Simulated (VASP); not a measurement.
# Zn (P6_3/mmc) in VASP: further runs

The runs below take Zn through single point, with revPBE.

Program: VASP 6.6.1. These are calculated values, not measurements. Logs are shortened: lines on timing, memory, paths and dates and some standing lists are left out, and cuts for length are marked.

## 1. The cell of the first run

The structure is hexagonal, space group P6_3/mmc (No. 194). The conventional cell has a = 2.686 Å, b = 2.686 Å, c = 10.058 Å, α = 90.00°, β = 90.00°, γ = 120.00°. Zn (site symmetry -3m) has 12 Zn at 2.69 to 2.95 Å within 3.5 Å. Zn (site symmetry -6m2) has 12 Zn at 2.69 to 2.95 Å within 3.5 Å.

## 2. Single point, revPBE

INCAR reads:

```
  PREC = Accurate
  ENCUT = 520
  EDIFF = 1E-7
  ISMEAR = -1
  SIGMA = 0.1
  LREAL = False
  LASPH = True
  NELM = 60
  ALGO = Normal
  ISIF = 2
  LWAVE = False
  LCHARG = False
  GGA = RE
  NBANDS = 32
```

KPOINTS reads:

```
regular mesh
0
Gamma
  13 13 4
```

POSCAR reads:

```
Zn
1.0
    2.6856483326      0.0000000000      0.0000000000
   -1.3428241663      2.3258396816      0.0000000000
    0.0000000000      0.0000000000     10.0582133730
Zn
4
Direct
    1.0000000000      1.0000000000      0.0000000000
    0.0000000000      0.0000000000      0.5000000000
    0.3333333333      0.6666666667      0.2500000000
    0.6666666667      0.3333333333      0.7500000000
```

Potentials or basis: VASP PAW PBE potentials, release 64 (Zn).

The run is started by

```console
cat potpaw_PBE.64/Zn/POTCAR > POTCAR
mpirun -np 1 vasp_std > vasp.out
```

OUTCAR:

```text
PREC = Accurate
   ENCUT = 520
   EDIFF = 1E-7
   ISMEAR = -1
   LREAL = False
   LASPH = True
   NELM = 60
   ISIF = 2
   GGA = RE

 ion  position               nearest neighbor table
   1  0.000  0.000  0.000-   3 2.95   4 2.95   3 2.95   4 2.95   4 2.95   3 2.95
   2  0.000  0.000  0.500-   3 2.95   4 2.95   3 2.95   4 2.95   4 2.95   3 2.95
   3  0.333  0.667  0.250-   1 2.95   2 2.95   1 2.95   2 2.95   1 2.95   2 2.95
   4  0.667  0.333  0.750-   1 2.95   2 2.95   1 2.95   2 2.95   1 2.95   2 2.95

  LATTYP: Found a hexagonal cell.
 ALAT       =     2.6856483326
 C/A-ratio  =     3.7451714176

  Lattice vectors:

 A1 = (   2.6856483326,   0.0000000000,   0.0000000000)
 A2 = (  -1.3428241663,   2.3258396816,   0.0000000000)
 A3 = (   0.0000000000,   0.0000000000,  10.0582133730)

Analysis of symmetry for initial positions (statically):
=====================================================================
 Subroutine PRICEL returns:
 Original cell was already a primitive cell.

 Routine SETGRP: Setting up the symmetry group for a
 hexagonal supercell.

 Subroutine GETGRP returns: Found 24 space group operations
 (whereof 12 operations were pure point group operations)
 out of a pool of 24 trial point group operations.

The static configuration has the point symmetry D_3d.
 The point group associated with its full space group is D_6h.

Analysis of symmetry for dynamics (positions and initial velocities):
=====================================================================
 Subroutine PRICEL returns:
 Original cell was already a primitive cell.

 Routine SETGRP: Setting up the symmetry group for a
 hexagonal supercell.

 Subroutine GETGRP returns: Found 24 space group operations
 (whereof 12 operations were pure point group operations)
 out of a pool of 24 trial point group operations.

The dynamic configuration has the point symmetry D_3d.
 The point group associated with its full space group is D_6h.

 Subroutine INISYM returns: Found 24 space group operations
 (whereof 12 operations are pure point group operations),
 and found     1 'primitive' translations

----------------------------------------------------------------------------------------

                                     Primitive cell

  volume of cell :      62.8275

  direct lattice vectors                    reciprocal lattice vectors
     2.685648333  0.000000000  0.000000000     0.372349569  0.214976124  0.000000000
    -1.342824166  2.325839682  0.000000000     0.000000000  0.429952248  0.000000000
     0.000000000  0.000000000 10.058213373     0.000000000  0.000000000  0.099421235

  length of vectors
     2.685648333  2.685648333 10.058213373     0.429952248  0.429952248  0.099421235

  position of ions in fractional coordinates (direct lattice)
     0.000000000  0.000000000  0.000000000
     0.000000000  0.000000000  0.500000000
     0.333333333  0.666666667  0.250000000
     0.666666667  0.333333333  0.750000000

  ion indices of the primitive-cell ions
   primitive index   ion index
                 1           1
                 2           2
                 3           3
                 4           4

----------------------------------------------------------------------------------------

 KPOINTS: regular mesh

Automatic generation of k-mesh.
 Grid dimensions read from file:
 generate k-points for:   13   13    4

 Generating k-lattice:

  Cartesian coordinates                     Fractional coordinates (reciprocal lattice)
     0.028642275  0.016536625  0.000000000     0.076923077  0.000000000  0.000000000
     0.000000000  0.033073250  0.000000000     0.000000000  0.076923077  0.000000000
     0.000000000  0.000000000  0.024855309     0.000000000  0.000000000  0.250000000

  Length of vectors
     0.033073250  0.033073250  0.024855309

  Shift w.r.t. Gamma in fractional coordinates (k-lattice)
     0.000000000  0.000000000  0.000000000

 Subroutine IBZKPT returns following result:
 ===========================================

 Found     63 irreducible k-points:

 Following reciprocal coordinates:
            Coordinates               Weight
  0.000000  0.000000  0.000000      1.000000
  0.076923 -0.000000  0.000000      6.000000
  0.153846  0.000000  0.000000      6.000000
  0.230769 -0.000000  0.000000      6.000000
  0.307692  0.000000  0.000000      6.000000
  0.384615 -0.000000  0.000000      6.000000
[... 16 lines left out ...]
  0.076923 -0.000000  0.250000     12.000000
  0.153846  0.000000  0.250000     12.000000
 [... further k-points ...]
   k-points           NKPTS =     63   k-points in BZ     NKDIM =     63   number of bands    NBANDS=     32
   number of dos      NEDOS =    301   number of ions     NIONS =      4
   total plane-waves  NPLWV =  32000
   dimension x,y,z NGX =    20 NGY =   20 NGZ =   80
   dimension x,y,z NGXF=    40 NGYF=   40 NGZF=  160
   ions per type =               4
   NGX,Y,Z   is equivalent  to a cutoff of  12.38, 12.38, 13.22 a.u.
   NGXF,Y,Z  is equivalent  to a cutoff of  24.76, 24.76, 26.45 a.u.
 SYSTEM =  unknown system
   PREC   = accura    normal or accurate (medium, high low for compatibility)
   ISTART =      0    job   : 0-new  1-cont  2-samecut
   ICHARG =      2    charge: 1-file 2-atom 10-const
   ISPIN  =      1    spin polarized calculation?
   LNONCOLLINEAR =      F non collinear calculations
   LSORBIT =      F    spin-orbit coupling
   LASPH  =      T    aspherical Exc in radial PAW
   ENCUT  =  520.0 eV  38.22 Ry    6.18 a.u.   4.99  4.99 18.70*2*pi/ulx,y,z
   NELM   =     60;   NELMIN=  2; NELMDL= -5     # of ELM steps
   EDIFF  = 0.1E-06   stopping-criterion for ELM
   LREAL  =      F    real-space projection
   EDIFFG = 0.1E-05   stopping-criterion for IOM
   NSW    =      0    number of steps for IOM
   IBRION =     -1    ionic relax: 0-MD 1-quasi-New 2-CG
   NFREE  =      0    steps in history (QN), initial steepest desc. (CG)
   ISIF   =      2    stress and relaxation
   ISYM   =      2    0-nonsym 1-usesym 2-fastsym
   POTIM  = 0.5000    time-step for ionic-motion
   TEBEG  =    0.0;   TEEND  =   0.0 temperature during run
   PSTRESS=    0.0 pullay stress
   NELECT =      48.0000    total number of electrons
   NUPDOWN=      -1.0000    fix difference up-down
   EMIN   =  10.00;   EMAX   =-10.00  energy-range for DOS
   EFERMI =   0.00;   METHOD = LEGACY
   ISMEAR =    -1;   SIGMA  =   0.10  broadening in eV -4-tet -1-fermi 0-gaus
   EFERMI_NEDOS =   21; number of points for ismear=-14 and -15
   IALGO  =     38    algorithm
   IMIX   =      4    mixing-type and parameters
     AMIX     =   0.40;   BMIX     =  1.00
     AMIX_MAG =   1.60;   BMIX_MAG =  1.00
  volume/ion in A,a.u.               =      15.71       106.00
  Fermi-wavevector in a.u.,A,eV,Ry     =   1.496599  2.828161 30.474428  2.239807
  Thomas-Fermi vector in A             =   2.608594
   LORBIT       =      0    0 simple, 1 ext, 2 COOP (PROOUT), +10 PAW based schemes
   GGA     = RE    functional components
   LHFCALC =     F    Hartree Fock is set to
   AEXX    =    0.0000 exact exchange contribution
   IVDW    =     0    specifies the selected vdW correction
   LEPSILON=     F    determine dielectric tensor
   LRPA    =     F    only Hartree local field effects (RPA)
 non-spin polarized calculation
  energy-cutoff  :      520.00
  volume of cell :       62.83
 maximum number of plane-waves:      1725
 NGX is ok and might be reduce to    20
   NGX =  9   NGY =  9   NGZ = 37

 number of electron      48.0000053 magnetization

 Free energy of the ion-electron system (eV)
  ---------------------------------------------------
  ext. energy  EPLUGINS =         0.00000000
  ---------------------------------------------------
  free energy    TOTEN  =        -3.23961753 eV

  energy without entropy =       -3.21226902  energy(sigma->0) =       -3.22594327

 E-fermi :   2.9594     XC(G=0): -11.2826

 val. band max:        2.9137879709   @ k =   0.3846  -0.0000   0.0000
 cond. band min:       2.9724132203   @ k =   0.3846   0.0769   0.0000
 fundamental gap:      0.0586252494
 Fermi energy:         2.9594366856

 k-point     1 :       0.0000    0.0000    0.0000
  band No.  band energies     occupation
      1      -7.1507      2.00000
      2      -5.9494      2.00000
      3      -5.9468      2.00000
      4      -5.4796      2.00000
      5      -4.8305      2.00000
      6      -4.6096      2.00000
[... 24 lines left out ...]
     31      20.3103      0.00000
     32      21.0528      0.00000

 k-point     2 :       0.0769   -0.0000    0.0000
  band No.  band energies     occupation
      1      -6.9780      2.00000
      2      -5.8069      2.00000
      3      -5.8042      2.00000
      4      -5.4066      2.00000
      5      -4.8100      2.00000
      6      -4.6318      2.00000
[... 24 lines left out ...]
     31      18.8925      0.00000
     32      19.0189      0.00000

 k-point     3 :       0.1538    0.0000    0.0000
  band No.  band energies     occupation
      1      -6.4750      2.00000
      2      -5.4387      2.00000
      3      -5.4362      2.00000
      4      -5.2276      2.00000
      5      -4.7656      2.00000
      6      -4.7359      2.00000
[... 24 lines left out ...]
     31      16.7916      0.00000
     32      17.0899      0.00000

 k-point     4 :       0.2308   -0.0000    0.0000
  band No.  band energies     occupation
      1      -5.7411      2.00000
      2      -5.1596      2.00000
      3      -5.1423      2.00000
      4      -5.0671      2.00000
      5      -4.8260      2.00000
      6      -4.8183      2.00000
[... 24 lines left out ...]
     31      15.5784      0.00000
     32      15.9320      0.00000

 k-point     5 :       0.3077    0.0000    0.0000
  band No.  band energies     occupation
      1      -5.2751      2.00000
      2      -5.1781      2.00000
      3      -5.1529      2.00000
      4      -5.0824      2.00000
      5      -4.9338      2.00000
      6      -4.8693      2.00000
[... 584 lines left out ...]
     31       8.3921      0.00000
     32       9.1670      0.00000

 k-point    22 :       0.0000    0.0000    0.2500
  band No.  band energies     occupation
      1      -7.0600      2.00000
      2      -6.3914      2.00000
      3      -5.6475      2.00000
      4      -5.4879      2.00000
      5      -4.8277      2.00000
      6      -4.7426      2.00000
[... 24 lines left out ...]
     31      20.8624      0.00000
     32      20.8624      0.00000

 k-point    23 :       0.0769   -0.0000    0.2500
  band No.  band energies     occupation
      1      -6.8881      2.00000
      2      -6.2295      2.00000
      3      -5.5376      2.00000
      4      -5.4119      2.00000
      5      -4.8098      2.00000
      6      -4.7519      2.00000
[... 24 lines left out ...]
     31      18.9425      0.00000
     32      19.6987      0.00000

 k-point    24 :       0.1538    0.0000    0.2500
  band No.  band energies     occupation
      1      -6.3891      2.00000
      2      -5.7806      2.00000
      3      -5.2710      2.00000
      4      -5.2263      2.00000
      5      -4.7819      2.00000
      6      -4.7714      2.00000
[... 24 lines left out ...]
     31      16.3470      0.00000
     32      17.1932      0.00000

 [... further k-points ...]
[... 5 lines left out ...]
  --------------------------------------------------------------------------------------
  -------------------------------------------------------------------------------------
  Total        0.1463965      0.1463965      0.0649939      0.0000000      0.0000000      0.0000000
  in kB        3.7332881      3.7332881      1.6574225      0.0000000      0.0000000      0.0000000
  external PRESSURE =       3.0413329 kB  Pullay stress =       0.0000000 kB

 VOLUME and BASIS-vectors are now :
 -----------------------------------------------------------------------------
  energy-cutoff  :      520.00
  volume of cell :       62.83
      direct lattice vectors                 reciprocal lattice vectors
     2.685648333  0.000000000  0.000000000     0.372349569  0.214976124  0.000000000
    -1.342824166  2.325839682  0.000000000     0.000000000  0.429952248  0.000000000
     0.000000000  0.000000000 10.058213373     0.000000000  0.000000000  0.099421235

 POSITION                                       TOTAL-FORCE (eV/Angst)
 -----------------------------------------------------------------------------------
      0.00000      0.00000      0.00000        -0.000000      0.000000     -0.000000
      0.00000      0.00000      5.02911        -0.000000      0.000000     -0.000000
     -0.00000      1.55056      2.51455        -0.000000     -0.000000      0.000000
      1.34282      0.77528      7.54366         0.000000      0.000000      0.000000
 -----------------------------------------------------------------------------------
    total drift:                                0.000000     -0.000000     -0.000000

  FREE ENERGIE OF THE ION-ELECTRON SYSTEM (eV)
  ---------------------------------------------------
  free  energy   TOTEN  =        -3.2396175295 eV

  energy  without entropy=       -3.2122690167  energy(sigma->0) =       -3.22594327
```

Wall time 54 s (1 thread of Intel Xeon 6975P-C (Granite Rapids), shared host); peak memory 0.22 GiB.

Results:

```yaml
Free_energy: -3.2396 eV
Pressure: 0.3 GPa
Band_gap_on_the_k_mesh: zero (band 24 reaches 4.12 eV, above the bottom of band 25 at -0.14 eV)
```

Stress tensor (GPa, compression positive):
```
0.37 0.00 0.00
0.00 0.37 0.00
0.00 0.00 0.17
```

Caveat: the PAW data sets were made with another functional, which shifts forces and pressure a little.

## 3. Single point, revPBE (volume scaled by 0.88)

INCAR reads:

```
SYSTEM = Zn
PREC = Accurate
ENCUT = 520
EDIFF = 1E-6
ISMEAR = -1
SIGMA = 0.1
LREAL = .FALSE.
LASPH = .TRUE.
NELM = 60
ALGO = Normal
ISIF = 2
LWAVE = .FALSE.
LCHARG = .TRUE.
GGA = RE
LELF = .TRUE.
LVHAR = .TRUE.
NBANDS = 32
```

KPOINTS reads:

```
Automatic mesh
0
G
  15 15 4
  0 0 0
```

POSCAR reads:

```
Zn
1.0
    2.5736137499      0.0000000000      0.0000000000
   -1.2868068750      2.2288148870      0.0000000000
    0.0000000000      0.0000000000      9.6386246564
Zn
4
Direct
    1.0000000000      1.0000000000      0.0000000000
    0.0000000000      0.0000000000      0.5000000000
    0.3333333333      0.6666666667      0.2500000000
    0.6666666667      0.3333333333      0.7500000000
```

Potentials or basis: VASP PAW PBE potentials, release 64 (Zn).

The run is started by

```console
cat potpaw_PBE.64/Zn/POTCAR > POTCAR
mpirun -np 1 vasp_std > vasp.out
```

Wall time 50 s (1 thread of Intel Xeon 6975P-C (Granite Rapids), shared host); peak memory 0.23 GiB.

The run converged. Its results:

| Quantity | Value |
| --- | --- |
| Free energy | -2.9633 eV |
| Pressure | 12.2 GPa |
| Band gap on the k mesh | zero (band 24 reaches 5.75 eV, above the bottom of band 25 at 0.89 eV) |

Stress tensor (GPa, compression positive):
```
12.66  0.00  0.00
 0.00 12.66  0.00
 0.00  0.00 11.39
```

Levels at points of the mesh, in eV from the Fermi level:
| k point | band 20 | band 21 | band 22 | band 23 | band 24 | band 25 | band 26 | band 27 | band 28 | band 29 |
| --- | --- | --- | --- | --- | --- | --- | --- | --- | --- | --- |
| (0.00, 0.00, 0.00) | -7.43 | -7.43 | -7.31 | -7.31 | -4.26 | -3.11 | 4.67 | 4.67 | 14.16 | 17.97 |
| (0.00, 0.00, 0.50) | -7.35 | -7.35 | -7.35 | -6.60 | -6.60 | 0.15 | 0.15 | 9.83 | 9.83 | 19.31 |

Caveat: the PAW data sets were made with another functional, which shifts forces and pressure a little.

(Part 1 of 2 ends here.)
